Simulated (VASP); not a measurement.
A run of VASP 6.6.1:

Contents of POSCAR:

```
Ta
1.0
    2.6880463279      0.0000000000      0.0000000000
    0.0000000000      2.6880463279      0.0000000000
    0.0000000000      0.0000000000      2.6880463279
Ta
1
Direct
    0.0000000000      0.0000000000      0.0000000000
```

Contents of INCAR.step1:

```
SYSTEM = Ta
PREC = Accurate
ENCUT = 520
ISMEAR = -1
SIGMA = 0.1
LREAL = .FALSE.
LASPH = .TRUE.
NELM = 60
NBANDS = 12
GGA = PE
ALGO = Normal
EDIFF = 1E-4
LWAVE = .TRUE.
LCHARG = .FALSE.
```

File INCAR.step2:

```
SYSTEM = Ta
PREC = Accurate
ENCUT = 520
EDIFF = 1E-6
ISMEAR = -1
SIGMA = 0.1
LREAL = .FALSE.
LASPH = .TRUE.
NELM = 60
ALGO = Normal
ISIF = 2
LWAVE = .FALSE.
LCHARG = .TRUE.
METAGGA = R2SCAN
LMIXTAU = .TRUE.
LELF = .TRUE.
LVHAR = .TRUE.
NBANDS = 12
ISTART = 1
```

KPOINTS

```
regular mesh
0
G
  13 13 13
  0 0 0
```

Potentials or basis: VASP PAW PBE potentials, release 64 (Ta_pv).

Command:

```sh
$ cat potpaw_PBE.64/Ta_pv/POTCAR > POTCAR
$ cp INCAR.step1 INCAR
$ mpirun -np 1 vasp_std > vasp.out
$ cp INCAR.step2 INCAR
$ mpirun -np 1 vasp_std > vasp.out
```

Hardware: 1 thread of Intel Xeon 8259CL, on a shared host.

Task: How long does it take, and how much memory?

Result: It took 64 s on 1 thread of Intel Xeon 8259CL, on a shared host, peak memory 0.14 GiB. Counts: k points 84.
